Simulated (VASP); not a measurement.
# Si8GeH4O16 in VASP: single point with PBE+D3(BJ)

Aim: the single point of Si8GeH4O16 with PBE+D3(BJ).

All numbers are computed with VASP 6.6.1; they aren't measurements. Logs are shortened: lines on timing, memory, paths and dates and some standing lists are left out, and cuts for length are marked.

## Step 1: The cell of the first run

The cell holds a slab with vacuum, 29 atoms: a = 5.846 Å, b = 5.308 Å, c = 17.710 Å, α = 90.00°, β = 90.00°, γ = 90.00°.

## Step 2: Single point, PBE+D3(BJ)

INCAR reads:

```
SYSTEM = Si8GeH4O16
  PREC = Accurate
  ENCUT = 520
  EDIFF = 1E-6
  ISMEAR = -1
  SIGMA = 0.02
  LREAL = .False.
  LASPH = .True.
  NELM = 120
  ALGO = Normal
  ISIF = 2
  LWAVE = .False.
  LCHARG = .False.
  GGA = PE
  IVDW = 12
  NBANDS = 93
  GGA_COMPAT = .False.
  NELMDL = -8
```

KPOINTS reads:

```
Automatic mesh
0
Gamma
  3 3 1
  0 0 0
```

POSCAR reads:

```
Si8GeH4O16
1.0
    5.8463590000      0.0000000000      0.0000000000
    0.0000000000      5.3080000000      0.0000000000
    0.0000000000      0.0000000000     17.7098270000
Si O Ge H
8 16 1 4
Direct
    0.0000000000      0.0000000000      0.0564658254
    0.4999999145      0.2500000000      0.0564658254
    0.5001063055      0.0096493971      0.2431449500
    0.0001481264      0.2502761869      0.2293827037
    0.0000000000      0.5000000000      0.0564658254
    0.4999999145      0.7500000000      0.0564658254
    0.5001102396      0.4903980784      0.2435356935
    0.0001173380      0.7505753580      0.2340853471
    0.0000744053     -0.0046584401      0.1546390035
    0.1943999676      0.2500000000      0.0564658254
    0.5000573861     -0.0023929917      0.1134153371
    0.8056000324      0.2500000000      0.0564658254
    0.5001244364      0.1134334966      0.3375617955
    0.6920890421      0.2503434439      0.2179950149
    0.0001604417      0.0057036549      0.2886224129
    0.3081145034      0.2502803316      0.2179878437
    0.0000961282      0.5047132630      0.1546632838
    0.1943999676      0.7500000000      0.0564658254
    0.5000360053      0.5023302562      0.1131987342
    0.8056000324      0.7500000000      0.0564658254
    0.5000395973      0.3850131876      0.3377867553
    0.6862392474      0.7500082894      0.2354097530
    0.0001640337      0.4951446873      0.2885823786
    0.3139947444      0.7499973625      0.2354200298
    0.9903789692      0.6204376413      0.4660148289
    1.2123181283      0.7264510173      0.4326753728
    0.7818731282      0.7469628862      0.4298016576
    0.9800759755      0.3335423888      0.4565401458
    0.9876666828      0.6815523738      0.5515555855
```

Potentials or basis: VASP PAW PBE potentials, release 64 (Si, O, Ge_d, H).

Command:

```
cat potpaw_PBE.64/Si/POTCAR potpaw_PBE.64/O/POTCAR potpaw_PBE.64/Ge_d/POTCAR potpaw_PBE.64/H/POTCAR > POTCAR
mpirun -np 1 vasp_std > vasp.out
```

OUTCAR:

```text
SYSTEM = Si8GeH4O16
   PREC = Accurate
   ENCUT = 520
   EDIFF = 1E-6
   ISMEAR = -1
   LREAL = .False.
   LASPH = .True.
   NELM = 120
   ISIF = 2
   GGA = PE
   IVDW = 12
   NELMDL = -8
 IVDW          = 12

 ion  position               nearest neighbor table
   1  0.000  0.000  0.056-   9 1.74  10 1.75  12 1.75  18 1.75  20 1.75   5 2.65   5 2.65
   2  0.500  0.250  0.056-  19 1.67  11 1.68  10 1.79  12 1.79   6 2.65   6 2.65
   3  0.500  0.010  0.243-  16 1.76  14 1.76  13 1.76  24 1.76  22 1.76  11 2.30   7 2.55   7 2.76

   4  0.000  0.250  0.229-  15 1.67  23 1.67  16 1.81  14 1.81  17 1.89   9 1.89   8 2.65   8 2.66

   5  0.000  0.500  0.056-  17 1.74  12 1.75  10 1.75  18 1.75  20 1.75   1 2.65   1 2.65
   6  0.500  0.750  0.056-  19 1.65  11 1.66  18 1.79  20 1.79   2 2.65   2 2.65
   7  0.500  0.490  0.244-  14 1.76  16 1.76  21 1.76  24 1.76  22 1.76  19 2.31   3 2.55   3 2.76

   8  0.000  0.751  0.234-  15 1.66  23 1.66  24 1.84  22 1.84   9 1.92  17 1.92   4 2.65   4 2.66

   9  0.000  0.995  0.155-   1 1.74   4 1.89   8 1.92
  10  0.194  0.250  0.056-   1 1.75   5 1.75   2 1.79
  11  0.500  0.998  0.113-   6 1.66   2 1.68   3 2.30
  12  0.806  0.250  0.056-   1 1.75   5 1.75   2 1.79
  13  0.500  0.113  0.338-  21 1.44   3 1.76
  14  0.692  0.250  0.218-   7 1.76   3 1.76   4 1.81
  15  0.000  0.006  0.289-   8 1.66   4 1.67
  16  0.308  0.250  0.218-   7 1.76   3 1.76   4 1.81
  17  0.000  0.505  0.155-   5 1.74   4 1.89   8 1.92
  18  0.194  0.750  0.056-   1 1.75   5 1.75   6 1.79
  19  0.500  0.502  0.113-   6 1.65   2 1.67   7 2.31
  20  0.806  0.750  0.056-   1 1.75   5 1.75   6 1.79
  21  0.500  0.385  0.338-  13 1.44   7 1.76
  22  0.686  0.750  0.235-   3 1.76   7 1.76   8 1.84
  23  0.000  0.495  0.289-   8 1.66   4 1.67
  24  0.314  0.750  0.235-   3 1.76   7 1.76   8 1.84
  25  0.990  0.620  0.466-  27 1.53  26 1.53  28 1.53  29 1.55
  26  0.212  0.726  0.433-  25 1.53
  27  0.782  0.747  0.430-  25 1.53
  28  0.980  0.334  0.457-  25 1.53
  29  0.988  0.682  0.552-  25 1.55

  LATTYP: Found a simple orthorhombic cell.
 ALAT       =     5.3080000000
 B/A-ratio  =     1.1014240769
 C/A-ratio  =     3.3364406556

  Lattice vectors:

 A1 = (   0.0000000000,  -5.3080000000,   0.0000000000)
 A2 = (   5.8463590000,   0.0000000000,   0.0000000000)
 A3 = (   0.0000000000,   0.0000000000,  17.7098270000)

Analysis of symmetry for initial positions (statically):
=====================================================================
 Subroutine PRICEL returns:
 Original cell was already a primitive cell.

 Routine SETGRP: Setting up the symmetry group for a
 simple orthorhombic supercell.

 Subroutine GETGRP returns: Found  1 space group operations
 (whereof  1 operations were pure point group operations)
 out of a pool of  8 trial point group operations.

The static configuration has the point symmetry C_1 .

Analysis of symmetry for dynamics (positions and initial velocities):
=====================================================================
 Subroutine PRICEL returns:
 Original cell was already a primitive cell.

 Routine SETGRP: Setting up the symmetry group for a
 simple orthorhombic supercell.

 Subroutine GETGRP returns: Found  1 space group operations
 (whereof  1 operations were pure point group operations)
 out of a pool of  8 trial point group operations.

The dynamic configuration has the point symmetry C_1 .

 Subroutine INISYM returns: Found  1 space group operations
 (whereof  1 operations are pure point group operations),
 and found     1 'primitive' translations

----------------------------------------------------------------------------------------

                                     Primitive cell

  volume of cell :     549.5797

  direct lattice vectors                    reciprocal lattice vectors
     5.846359000  0.000000000  0.000000000     0.171046629  0.000000000  0.000000000
     0.000000000  5.308000000  0.000000000     0.000000000  0.188394876  0.000000000
     0.000000000  0.000000000 17.709827000     0.000000000  0.000000000  0.056465825

  length of vectors
     5.846359000  5.308000000 17.709827000     0.171046629  0.188394876  0.056465825

  position of ions in fractional coordinates (direct lattice)
     0.000000000  0.000000000  0.056465825
     0.499999915  0.250000000  0.056465825
     0.500106305  0.009649397  0.243144950
     0.000148126  0.250276187  0.229382704
     0.000000000  0.500000000  0.056465825
     0.499999915  0.750000000  0.056465825
[... 21 lines left out ...]
     0.980075976  0.333542389  0.456540146
     0.987666683  0.681552374  0.551555585

  ion indices of the primitive-cell ions
   primitive index   ion index
                 1           1
                 2           2
                 3           3
                 4           4
                 5           5
                 6           6
[... 21 lines left out ...]
                28          28
                29          29

----------------------------------------------------------------------------------------

 KPOINTS: Automatic mesh

Automatic generation of k-mesh.
 Grid dimensions read from file:
 generate k-points for:    3    3    1

 Generating k-lattice:

  Cartesian coordinates                     Fractional coordinates (reciprocal lattice)
     0.057015543  0.000000000  0.000000000     0.333333333  0.000000000  0.000000000
     0.000000000  0.062798292  0.000000000     0.000000000  0.333333333  0.000000000
     0.000000000  0.000000000  0.056465825     0.000000000  0.000000000  1.000000000

  Length of vectors
     0.057015543  0.062798292  0.056465825

  Shift w.r.t. Gamma in fractional coordinates (k-lattice)
     0.000000000  0.000000000  0.000000000

 Subroutine IBZKPT returns following result:
 ===========================================

 Found      5 irreducible k-points:

 Following reciprocal coordinates:
            Coordinates               Weight
  0.000000  0.000000  0.000000      1.000000
  0.333333  0.000000  0.000000      2.000000
  0.000000  0.333333  0.000000      2.000000
  0.333333  0.333333  0.000000      2.000000
 -0.333333  0.333333  0.000000      2.000000
   k-points           NKPTS =      5   k-points in BZ     NKDIM =      5   number of bands    NBANDS=     93
   number of dos      NEDOS =    301   number of ions     NIONS =     29
   total plane-waves  NPLWV = 268800
   dimension x,y,z NGX =    48 NGY =   40 NGZ =  140
   dimension x,y,z NGXF=    96 NGYF=   80 NGZF=  280
   ions per type =               8  16   1   4
   NGX,Y,Z   is equivalent  to a cutoff of  13.65, 12.53, 13.14 a.u.
   NGXF,Y,Z  is equivalent  to a cutoff of  27.30, 25.06, 26.28 a.u.
 SYSTEM =  Si8GeH4O16
   PREC   = accura    normal or accurate (medium, high low for compatibility)
   ISTART =      0    job   : 0-new  1-cont  2-samecut
   ICHARG =      2    charge: 1-file 2-atom 10-const
   ISPIN  =      1    spin polarized calculation?
   LNONCOLLINEAR =      F non collinear calculations
   LSORBIT =      F    spin-orbit coupling
   LASPH  =      T    aspherical Exc in radial PAW
   ENCUT  =  520.0 eV  38.22 Ry    6.18 a.u.  10.87  9.87 32.93*2*pi/ulx,y,z
   NELM   =    120;   NELMIN=  2; NELMDL= -8     # of ELM steps
   EDIFF  = 0.1E-05   stopping-criterion for ELM
   LREAL  =      F    real-space projection
   EDIFFG = 0.1E-04   stopping-criterion for IOM
   NSW    =      0    number of steps for IOM
   IBRION =     -1    ionic relax: 0-MD 1-quasi-New 2-CG
   NFREE  =      0    steps in history (QN), initial steepest desc. (CG)
   ISIF   =      2    stress and relaxation
   ISYM   =      2    0-nonsym 1-usesym 2-fastsym
   POTIM  = 0.5000    time-step for ionic-motion
   TEBEG  =    0.0;   TEEND  =   0.0 temperature during run
   PSTRESS=    0.0 pullay stress
   NELECT =     146.0000    total number of electrons
   NUPDOWN=      -1.0000    fix difference up-down
   EMIN   =  10.00;   EMAX   =-10.00  energy-range for DOS
   EFERMI =   0.00;   METHOD = LEGACY
   ISMEAR =    -1;   SIGMA  =   0.02  broadening in eV -4-tet -1-fermi 0-gaus
   EFERMI_NEDOS =   21; number of points for ismear=-14 and -15
   IALGO  =     38    algorithm
   IMIX   =      4    mixing-type and parameters
     AMIX     =   0.40;   BMIX     =  1.00
     AMIX_MAG =   1.60;   BMIX_MAG =  1.00
  volume/ion in A,a.u.               =      18.95       127.89
  Fermi-wavevector in a.u.,A,eV,Ry     =   1.052403  1.988754 15.069170  1.107553
  Thomas-Fermi vector in A             =   2.187485
   LORBIT       =      0    0 simple, 1 ext, 2 COOP (PROOUT), +10 PAW based schemes
   GGA     = PE    functional components
   LHFCALC =     F    Hartree Fock is set to
   AEXX    =    0.0000 exact exchange contribution
   IVDW    =    12    specifies the selected vdW correction
   LEPSILON=     F    determine dielectric tensor
   LRPA    =     F    only Hartree local field effects (RPA)
 non-spin polarized calculation
  energy-cutoff  :      520.00
  volume of cell :      549.58
 maximum number of plane-waves:     14803
 NGX is ok and might be reduce to    48
   NGX = 21   NGY = 19   NGZ = 65

 number of electron     145.9999987 magnetization

 Free energy of the ion-electron system (eV)
  ---------------------------------------------------
  ext. energy  EPLUGINS =         0.00000000
  ---------------------------------------------------
  free energy    TOTEN  =      -186.53021370 eV

  energy without entropy =     -186.51789177  energy(sigma->0) =     -186.52405273

 E-fermi :  -0.2381     XC(G=0):  -6.1327

 val. band max:       -0.2790934722   @ k =   0.0000   0.0000   0.0000
 cond. band min:      -0.2105904868   @ k =   0.0000   0.3333   0.0000
 fundamental gap:      0.0685029854
 Fermi energy:        -0.2381267724

 k-point     1 :       0.0000    0.0000    0.0000
  band No.  band energies     occupation
      1     -24.6189      2.00000
      2     -23.1270      2.00000
      3     -22.7921      2.00000
      4     -22.4909      2.00000
      5     -21.7639      2.00000
      6     -21.6441      2.00000
[... 77 lines left out ...]
     84       6.1437      0.00000
     85       6.2952      0.00000

 k-point     2 :       0.3333    0.0000    0.0000
  band No.  band energies     occupation
      1     -24.4468      2.00000
      2     -23.1215      2.00000
      3     -23.0692      2.00000
      4     -22.6887      2.00000
      5     -21.7448      2.00000
      6     -21.5460      2.00000
[... 77 lines left out ...]
     84       6.3555      0.00000
     85       6.5296      0.00000

 k-point     3 :       0.0000    0.3333    0.0000
  band No.  band energies     occupation
      1     -24.3193      2.00000
      2     -23.5947      2.00000
      3     -22.6519      2.00000
      4     -22.3020      2.00000
      5     -21.8802      2.00000
      6     -21.6922      2.00000
[... 77 lines left out ...]
     84       6.4673      0.00000
     85       6.7139      0.00000

 k-point     4 :       0.3333    0.3333    0.0000
  band No.  band energies     occupation
      1     -24.1615      2.00000
      2     -23.4862      2.00000
      3     -22.8582      2.00000
      4     -22.5825      2.00000
      5     -22.1876      2.00000
      6     -21.4914      2.00000
[... 77 lines left out ...]
     84       6.3477      0.00000
     85       6.7006      0.00000

 k-point     5 :      -0.3333    0.3333    0.0000
  band No.  band energies     occupation
      1     -24.1615      2.00000
      2     -23.4862      2.00000
      3     -22.8582      2.00000
      4     -22.5825      2.00000
      5     -22.1876      2.00000
      6     -21.4914      2.00000
[... 77 lines left out ...]
     84       6.3485      0.00000
     85       6.7035      0.00000
 [bands above 85 left out]

------------------------ aborting loop because EDIFF is reached ----------------------------------------

 Edisp (eV)   -4.16422

 E8    (eV) :    -1.4705

  FORCE on cell =-STRESS in cart. coord.  units (eV):
  Direction    XX          YY          ZZ          XY          YZ          ZX
  --------------------------------------------------------------------------------------
  -------------------------------------------------------------------------------------
  Total      25.60716     1.89293    -0.37501     0.00516    -0.00108    -0.02890
  in kB      74.65198     5.51842    -1.09327     0.01503    -0.00316    -0.08424
  external pressure =       26.36 kB  Pullay stress =        0.00 kB

 VOLUME and BASIS-vectors are now :
 -----------------------------------------------------------------------------
  energy-cutoff  :      520.00
  volume of cell :      549.58
      direct lattice vectors                 reciprocal lattice vectors
     5.846359000  0.000000000  0.000000000     0.171046629  0.000000000  0.000000000
     0.000000000  5.308000000  0.000000000     0.000000000  0.188394876  0.000000000
     0.000000000  0.000000000 17.709827000     0.000000000  0.000000000  0.056465825

 POSITION                                       TOTAL-FORCE (eV/Angst)
 -----------------------------------------------------------------------------------
      0.00000      0.00000      1.00000         0.001068     -0.138280      6.702675
      2.92318      1.32700      1.00000         0.000288     -0.053941      0.223640
      2.92380      0.05122      4.30606         0.001827     -0.045689     -0.075851
      0.00087      1.32847      4.06233        -0.003997     -0.003120     -0.086744
      0.00000      2.65400      1.00000         0.001243      0.137551      6.718840
      2.92318      3.98100      1.00000         0.000205      0.052617     -0.297144
[... 21 lines left out ...]
      5.72988      1.77044      8.08525         0.001432      0.046188      0.003145
      5.77425      3.61768      9.76795        -0.002311     -0.012781     -0.039210
 -----------------------------------------------------------------------------------
    total drift:                               -0.000382     -0.000695     -0.000677

  FREE ENERGIE OF THE ION-ELECTRON SYSTEM (eV)
  ---------------------------------------------------
  free  energy   TOTEN  =      -190.6944319036 eV

  energy  without entropy=     -190.6821099710  energy(sigma->0) =     -190.68827094
```

Run time: 22 min. Hardware: 1 thread of Oxide Virtual Turin-like, shared host; peak memory 0.64 GiB.

Results:

```yaml
Free_energy: -190.6944 eV
Largest_force: 6.720 eV/Å
Band_gap_on_the_k_mesh: 0.07 eV (least direct gap 0.08 eV)
Dispersion_energy_per_atom: -0.144 eV
```

Forces in eV/Å, atoms in the order of the input:
```
Si   0.001 -0.138  6.703
Si   0.000 -0.054  0.224
Si   0.002 -0.046 -0.076
Si  -0.004 -0.003 -0.087
Si   0.001  0.138  6.719
Si   0.000  0.053 -0.297
Si  -0.001  0.049 -0.095
Si   0.000 -0.008 -0.066
O   -0.001  0.001  0.069
O   -1.440 -0.001 -3.273
O   -0.002  0.003  0.074
O    1.443  0.000 -3.272
O   -0.003 -0.204  0.066
O    0.035 -0.004  0.005
O   -0.001  0.012  0.074
O   -0.032  0.002  0.005
O   -0.001  0.006  0.069
O   -1.333  0.000 -3.539
O   -0.001 -0.003  0.085
O    1.337 -0.001 -3.537
O    0.000  0.205  0.071
O    0.011  0.001  0.004
O   -0.003 -0.008  0.072
O   -0.010  0.001  0.003
Ge   0.003 -0.010  0.006
H   -0.030 -0.009  0.012
H    0.029 -0.015  0.016
H    0.001  0.046  0.003
H   -0.002 -0.013 -0.039
```

Levels at points of the mesh, in eV from the valence-band top:
```tsv
k point	band 69	band 70	band 71	band 72	band 73	band 74	band 75	band 76	band 77	band 78
(0.00, 0.00, 0.00)	-0.82	-0.75	-0.67	-0.40	0.00	0.11	0.64	1.16	2.14	3.84
```

Caveat: there is no dipole correction, which matters where the two faces differ; semilocal functionals underestimate gaps, and a narrow one can read as zero.
